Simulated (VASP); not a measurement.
# MoS (P6_3/mmc) in VASP: notebook

Runs on MoS. Level: PBE+U. Tasks: relaxation of cell and atoms, single point.

Program: VASP 6.6.1. These are calculated values, not measurements. Logs are shortened: lines on timing, memory, paths and dates and some standing lists are left out, and cuts for length are marked.

## (1) The cell of the first run

It takes space group P6_3/mmc (No. 194, hexagonal). The conventional cell has a = 3.440 Å, b = 3.440 Å, c = 5.332 Å, α = 90.00°, β = 90.00°, γ = 120.00°. Mo (site symmetry -3m) has 6 S at 2.39 Å and 2 Mo at 2.67 Å within 3.2 Å. S (site symmetry -6m2) has 6 Mo at 2.39 Å and 12 S at 3.32 to 3.44 Å within 3.5 Å.

## (2) Relaxation of cell and atoms, PBE+U, collinear spin

File INCAR:

```
SYSTEM = MoS
ALGO = Normal
EDIFF = 1E-6
EDIFFG = -0.05
ENCUT = 600
GGA = PE
IBRION = 2
ISIF = 3
ISMEAR = 0
ISPIN = 2
LASPH = .True.
LCHARG = .False.
LDAU = .True.
LDAUJ = 0 0
LDAUL = 2 -1
LDAUPRINT = 1
LDAUTYPE = 2
LDAUU = 4.38 0
LMAXMIX = 4
LORBIT = 11
LREAL = .False.
LWAVE = .False.
MAGMOM = 1.25 1.25 0 0
NELM = 150
NSW = 100
PREC = Accurate
SIGMA = 0.1
```

File KPOINTS:

```
k-points
0
Gamma
  6 6 4
  0 0 0
```

File POSCAR:

```
MoS
1.0
    3.4399428711      0.0000000000      0.0000000000
   -1.7199714355      2.9790779139      0.0000000000
    0.0000000000      0.0000000000      5.3319114501
Mo S
2 2
Direct
    0.0000000000      0.0000000000      0.0000000000
    0.0000000000      0.0000000000      0.5000000000
    0.3333333333      0.6666666667      0.2500000000
    0.6666666667      0.3333333333      0.7500000000
```

Potentials or basis: VASP PAW PBE potentials, release 64 (Mo_sv, S).

On the command line:

```
cat potpaw_PBE.64/Mo_sv/POTCAR potpaw_PBE.64/S/POTCAR > POTCAR
mpirun -np 1 vasp_std > vasp.out
```

OUTCAR:

```text
SYSTEM = MoS
   EDIFF = 1E-6
   EDIFFG = -0.05
   ENCUT = 600
   GGA = PE
   IBRION = 2
   ISIF = 3
   ISMEAR = 0
   ISPIN = 2
   LASPH = .True.
   LORBIT = 11
   LREAL = .False.
   NELM = 150
   NSW = 100
   PREC = Accurate

 ion  position               nearest neighbor table
   1  0.000  0.000  0.000-   3 2.39   4 2.39   3 2.39   4 2.39   4 2.39   3 2.39   2 2.67   2 2.67

   2  0.000  0.000  0.500-   3 2.39   4 2.39   3 2.39   4 2.39   4 2.39   3 2.39   1 2.67   1 2.67

   3  0.333  0.667  0.250-   1 2.39   2 2.39   1 2.39   2 2.39   1 2.39   2 2.39
   4  0.667  0.333  0.750-   1 2.39   2 2.39   1 2.39   2 2.39   1 2.39   2 2.39

  LATTYP: Found a hexagonal cell.
 ALAT       =     3.4399428711
 C/A-ratio  =     1.5500000000

  Lattice vectors:

 A1 = (   3.4399428711,   0.0000000000,   0.0000000000)
 A2 = (  -1.7199714355,   2.9790779139,   0.0000000000)
 A3 = (   0.0000000000,   0.0000000000,   5.3319114501)

Analysis of symmetry for initial positions (statically):
=====================================================================
 Subroutine PRICEL returns:
 Original cell was already a primitive cell.

 Routine SETGRP: Setting up the symmetry group for a
 hexagonal supercell.

 Subroutine GETGRP returns: Found 24 space group operations
 (whereof 12 operations were pure point group operations)
 out of a pool of 24 trial point group operations.

The static configuration has the point symmetry D_3d.
 The point group associated with its full space group is D_6h.

Analysis of symmetry for dynamics (positions and initial velocities):
=====================================================================
 Subroutine PRICEL returns:
 Original cell was already a primitive cell.

 Routine SETGRP: Setting up the symmetry group for a
 hexagonal supercell.

 Subroutine GETGRP returns: Found 24 space group operations
 (whereof 12 operations were pure point group operations)
 out of a pool of 24 trial point group operations.

The dynamic configuration has the point symmetry D_3d.
 The point group associated with its full space group is D_6h.
[... 1575 lines left out ...]
  o =  0.4607  v =  0.0000  0.0000  0.0000  0.0000  0.0000 -0.2240 -0.7718  0.0000  0.3722  0.4644      0.0000  0.0000  0.0000  0.0000  0.0000  0.0000  0.0000  0.0000  0.0000  0.0000
  o =  0.4607  v =  0.0000  0.0000  0.0000  0.0000  0.0000 -0.4644  0.3722 -0.0000  0.7718 -0.2240      0.0000  0.0000  0.0000  0.0000  0.0000  0.0000  0.0000  0.0000  0.0000  0.0000
  o =  0.8348  v =  0.0000  0.0000  0.0000  0.0000  0.0000  0.3722 -0.4644 -0.0000  0.2240 -0.7718      0.0000  0.0000  0.0000  0.0000  0.0000  0.0000  0.0000  0.0000  0.0000  0.0000
  o =  0.8348  v =  0.0000  0.0000  0.0000  0.0000  0.0000  0.7718  0.2240  0.0000  0.4644  0.3722      0.0000  0.0000  0.0000  0.0000  0.0000  0.0000  0.0000  0.0000  0.0000  0.0000
  o =  0.8460  v =  0.0000  0.0000  0.0000  0.0000  0.0000 -0.0000 -0.0000  1.0000 -0.0000 -0.0000      0.0000  0.0000  0.0000  0.0000  0.0000  0.0000  0.0000  0.0000  0.0000  0.0000

atom =   2  type =  1  l = 2

 onsite density matrix

spin component  1

  0.0723 -0.0000 -0.0000  0.0298  0.0000
 -0.0000  0.0922 -0.0000  0.0000  0.0298
 -0.0000 -0.0000  0.1978 -0.0000 -0.0000
  0.0298  0.0000 -0.0000  0.0922  0.0000
  0.0000  0.0298 -0.0000  0.0000  0.0723

spin component  2

  0.7354  0.0000 -0.0000 -0.1653  0.0000
  0.0000  0.5601  0.0000  0.0000 -0.1653
 -0.0000  0.0000  0.8460  0.0000 -0.0000
 -0.1653  0.0000  0.0000  0.5601 -0.0000
  0.0000 -0.1653 -0.0000 -0.0000  0.7354

 occupancies and eigenvectors

  o =  0.0509  v = -0.3526 -0.5264  0.0000  0.2539  0.7308  0.0000  0.0000  0.0000  0.0000  0.0000      0.0000  0.0000  0.0000  0.0000  0.0000  0.0000  0.0000  0.0000  0.0000  0.0000
  o =  0.0509  v = -0.7308  0.2539 -0.0000  0.5264 -0.3526  0.0000  0.0000  0.0000  0.0000  0.0000      0.0000  0.0000  0.0000  0.0000  0.0000  0.0000  0.0000  0.0000  0.0000  0.0000
  o =  0.1137  v =  0.2539 -0.7309 -0.0000  0.3525 -0.5264  0.0000  0.0000  0.0000  0.0000  0.0000      0.0000  0.0000  0.0000  0.0000  0.0000  0.0000  0.0000  0.0000  0.0000  0.0000
  o =  0.1137  v = -0.5264 -0.3525 -0.0000 -0.7309 -0.2539  0.0000  0.0000  0.0000  0.0000  0.0000      0.0000  0.0000  0.0000  0.0000  0.0000  0.0000  0.0000  0.0000  0.0000  0.0000
  o =  0.1978  v =  0.0000  0.0000 -1.0000  0.0000  0.0000  0.0000  0.0000  0.0000  0.0000  0.0000      0.0000  0.0000  0.0000  0.0000  0.0000  0.0000  0.0000  0.0000  0.0000  0.0000
  o =  0.4607  v =  0.0000  0.0000  0.0000  0.0000  0.0000 -0.2240  0.7718  0.0000 -0.3722  0.4644      0.0000  0.0000  0.0000  0.0000  0.0000  0.0000  0.0000  0.0000  0.0000  0.0000
  o =  0.4607  v =  0.0000  0.0000  0.0000  0.0000  0.0000 -0.4644 -0.3722 -0.0000 -0.7718 -0.2240      0.0000  0.0000  0.0000  0.0000  0.0000  0.0000  0.0000  0.0000  0.0000  0.0000
  o =  0.8348  v =  0.0000  0.0000  0.0000  0.0000  0.0000  0.3722  0.4644 -0.0000 -0.2239 -0.7718      0.0000  0.0000  0.0000  0.0000  0.0000  0.0000  0.0000  0.0000  0.0000  0.0000
  o =  0.8348  v =  0.0000  0.0000  0.0000  0.0000  0.0000  0.7718 -0.2239  0.0000 -0.4644  0.3722      0.0000  0.0000  0.0000  0.0000  0.0000  0.0000  0.0000  0.0000  0.0000  0.0000
  o =  0.8460  v =  0.0000  0.0000  0.0000  0.0000  0.0000 -0.0000  0.0000  1.0000  0.0000 -0.0000      0.0000  0.0000  0.0000  0.0000  0.0000  0.0000  0.0000  0.0000  0.0000  0.0000

--------------------------------------- Ionic step       10  -------------------------------------------

 number of electron      40.0000011 magnetization      -6.3344480

 Free energy of the ion-electron system (eV)
  ---------------------------------------------------
  ext. energy  EPLUGINS =         0.00000000
  ---------------------------------------------------
  free energy    TOTEN  =       -22.18243953 eV

  energy without entropy =      -22.17633439  energy(sigma->0) =      -22.17938696

 E-fermi :   9.2762     XC(G=0): -11.1295

 val. band max:        9.2212467785   @ k =   0.3333   0.3333   0.2500
 cond. band min:       9.3339003159   @ k =   0.1667   0.0000   0.5000
 fundamental gap:      0.1126535373
 Fermi energy:         9.2761568375

 spin component 1

 k-point     1 :       0.0000    0.0000    0.0000
  band No.  band energies     occupation
      1     -51.2157      1.00000
      2     -51.1970      1.00000
      3     -25.3845      1.00000
      4     -25.1760      1.00000
      5     -25.1760      1.00000
      6     -25.1498      1.00000
[... 1199 lines left out ...]
  FREE ENERGIE OF THE ION-ELECTRON SYSTEM (eV)
  ---------------------------------------------------
  free  energy   TOTEN  =       -22.1824395317 eV

  energy  without entropy=      -22.1763343899  energy(sigma->0) =      -22.17938696

 reached required accuracy - stopping structural energy minimisation

 total charge

# of ion       s       p       d       tot
------------------------------------------
    1        2.195   6.085   3.923  12.204
    2        2.195   6.085   3.923  12.204
    3        1.313   2.401   0.000   3.714
    4        1.313   2.401   0.000   3.714
--------------------------------------------------
tot          7.017  16.973   7.847  31.837

 magnetization (x)

# of ion       s       p       d       tot
------------------------------------------
    1       -0.037  -0.024  -2.889  -2.950
    2       -0.037  -0.024  -2.889  -2.950
    3       -0.001   0.074   0.000   0.072
    4       -0.001   0.074   0.000   0.072
--------------------------------------------------
tot         -0.078   0.099  -5.777  -5.756
```

It took 17 min on 1 thread of Intel Xeon 8259CL, shared host; peak memory 0.25 GiB.

What came out:

- Free energy: -22.1824 eV
- Relaxed volume: 18.48 Å³/atom
- Relaxed cell: a = 3.664 Å, b = 3.664 Å, c = 6.357 Å, α = 90.00°, β = 90.00°, γ = 120.00°
- Space group after relaxing (to 0.1 Å): P6_3/mmc (No. 194)
- Energy gained by relaxing: 521.3 meV/atom
- Ionic steps: 10
- Pressure after relaxing: 0.0 GPa
- Net moment: -6.33 μB per cell
- Site moments: Mo -2.95; S +0.07 μB
- Valence electrons inside the program's atomic spheres: Mo 12.20; S 3.71

Step by step:
| step | energy change (eV) | largest force (eV/Å) | pressure (GPa) | volume (Å³) |
| --- | --- | --- | --- | --- |
| 1 | 0.0000 | 0.0000 | 45.30 | 54.64 |
| 2 | -1.7335 | 0.0000 | -6.33 | 91.12 |
| 3 | -1.9950 | 0.0000 | 0.48 | 74.53 |
| 4 | -1.9958 | 0.0000 | -1.29 | 76.55 |
| 5 | -1.9982 | 0.0000 | -0.65 | 75.73 |
| 6 | -2.0622 | 0.0000 | -1.19 | 75.39 |
| 7 | -2.0795 | 0.0000 | -1.46 | 75.07 |
| 8 | -2.0798 | 0.0000 | -1.48 | 75.03 |
| 9 | -2.0810 | 0.0000 | 1.40 | 72.96 |
| 10 | -2.0851 | 0.0000 | 0.00 | 73.90 |

Final structure:
```
Mo S
1.0
     3.66392    0.00000    0.00000
    -1.83196    3.17305    0.00000
     0.00000    0.00000    6.35682
Mo S
2 2
Cartesian
  0.0000 0.0000 0.0000
  0.0000 0.0000 3.1784
  0.0000 2.1154 1.5892
  1.8320 1.0577 4.7676
```

Levels at points of the mesh, in eV from the Fermi level:
Spin up:
| k point | band 15 | band 16 | band 17 | band 18 | band 19 | band 20 |
| --- | --- | --- | --- | --- | --- | --- |
| (0.00, 0.00, 0.00) | -2.90 | -2.90 | -1.51 | 0.53 | 0.53 | 0.67 |
| (0.50, 0.00, 0.00) | -4.79 | -3.95 | -1.49 | 0.74 | 1.85 | 2.51 |
| (0.00, 0.00, 0.50) | -3.94 | -3.94 | 0.37 | 0.37 | 1.45 | 1.45 |
| (0.50, 0.00, 0.50) | -4.40 | -4.40 | -0.26 | -0.26 | 2.53 | 2.53 |
Spin down:
| k point | band 20 | band 21 | band 22 | band 23 | band 24 | band 25 |
| --- | --- | --- | --- | --- | --- | --- |
| (0.00, 0.00, 0.00) | -2.90 | -2.90 | -1.16 | -1.16 | -0.72 | 1.26 |
| (0.50, 0.00, 0.00) | -2.23 | -1.99 | -1.44 | -1.21 | 0.44 | 1.96 |
| (0.00, 0.00, 0.50) | -3.18 | -2.82 | -2.82 | 0.63 | 0.63 | 0.63 |
| (0.50, 0.00, 0.50) | -2.30 | -1.90 | -1.90 | 0.49 | 0.49 | 1.48 |

Eigenvalues of the final occupation matrices:
```tsv
site	spin	trace	eigenvalues
site 1 d	1	0.53	0.05 0.05 0.11 0.11 0.20
site 1 d	2	3.44	0.46 0.46 0.83 0.83 0.85
site 2 d	1	0.53	0.05 0.05 0.11 0.11 0.20
site 2 d	2	3.44	0.46 0.46 0.83 0.83 0.85
```

Caveat: the electronic state changed during the relaxation; the volume moved by over 15 % at a fixed basis, so the end points are rough.

## (3) Single point, PBE+U, collinear spin

This run uses another cell than the first one, of 20.95 Å³/atom.

File INCAR:

```
ALGO = Fast
EDIFF = 1E-7
ENCUT = 520
GGA = PE
ISIF = 2
ISMEAR = 0
ISPIN = 2
LASPH = T
LCHARG = F
LDAU = T
LDAUJ = 0 0
LDAUL = 2 -1
LDAUPRINT = 1
LDAUTYPE = 2
LDAUU = 4.38 0
LMAXMIX = 4
LORBIT = 11
LREAL = F
LWAVE = F
MAGMOM = 2 -2 0 0
NBANDS = 32
NELM = 150
PREC = Accurate
SIGMA = 0.1
```

File KPOINTS:

```
k-points
0
Gamma
  12 12 6
```

File POSCAR:

```
MoS
1.0
    3.8164719870     -0.0000000001      0.0000000000
   -1.9082359934      3.3051616936      0.0000000000
    0.0000000000      0.0000000000      6.6447851839
Mo S
2 2
Direct
    0.0000000000      0.0000000000      0.0000000000
    0.0000000000      0.0000000000      0.5000000000
    0.3333333333      0.6666666667      0.2500000000
    0.6666666667      0.3333333333      0.7500000000
```

Potentials or basis: VASP PAW PBE potentials, release 64 (Mo_sv, S).

On the command line:

```
cat potpaw_PBE.64/Mo_sv/POTCAR potpaw_PBE.64/S/POTCAR > POTCAR
mpirun -np 1 vasp_std > vasp.out
```

It took 7.3 min on 1 thread of Oxide Virtual Turin-like, shared host; peak memory 0.38 GiB.

It converged, with:

```yaml
Free_energy: -21.8516 eV
Pressure: -7.6 GPa
Band_gap_on_the_k_mesh: zero (filled and empty bands overlap)
Net_moment: 0.00 μB per cell
Site_moments: Mo +3.24, -3.24; S +0.00 μB
Valence_electrons_inside_the_program's_atomic_spheres: Mo 12.09; S 3.67
```

Stress tensor (GPa, compression positive):
```
-6.41  0.00  0.00
 0.00 -6.41  0.00
 0.00  0.00 -9.98
```

Levels at points of the mesh, in eV from the Fermi level:
Spin up:
| k point | band 17 | band 18 | band 19 | band 20 | band 21 | band 22 | band 23 | band 24 |
| --- | --- | --- | --- | --- | --- | --- | --- | --- |
| (0.00, 0.00, 0.00) | -2.87 | -2.46 | -2.46 | -0.61 | -0.61 | 1.12 | 2.35 | 2.35 |
| (0.50, 0.00, 0.00) | -3.42 | -2.28 | -1.99 | -0.03 | -0.02 | 1.29 | 3.22 | 3.47 |
| (0.00, 0.00, 0.50) | -2.98 | -2.98 | -2.72 | 0.44 | 0.44 | 1.20 | 1.97 | 1.97 |
| (0.50, 0.00, 0.50) | -3.49 | -2.27 | -1.91 | 0.33 | 0.53 | 1.03 | 2.39 | 2.50 |
Spin down:
```csv
k point,band 16,band 17,band 18,band 19,band 20,band 21,band 22,band 23,band 24,band 25
"(0.00, 0.00, 0.00)",-3.11,-2.87,-2.46,-2.46,-0.61,-0.61,1.12,2.35,2.35,2.65
"(0.50, 0.00, 0.00)",-3.62,-3.42,-2.28,-1.99,-0.03,-0.02,1.29,3.22,3.47,3.57
"(0.00, 0.00, 0.50)",-3.27,-2.98,-2.98,-2.72,0.44,0.44,1.20,1.97,1.97,2.91
"(0.50, 0.00, 0.50)",-3.73,-3.49,-2.27,-1.91,0.33,0.53,1.03,2.39,2.50,2.93
```

Eigenvalues of the final occupation matrices:
```tsv
site	spin	trace	eigenvalues
site 1 d	1	3.55	0.52 0.52 0.82 0.85 0.85
site 1 d	2	0.34	0.04 0.04 0.04 0.11 0.11
site 2 d	1	0.34	0.04 0.04 0.04 0.11 0.11
site 2 d	2	3.55	0.52 0.52 0.82 0.85 0.85
```

Caveat: the cell stands under tension.
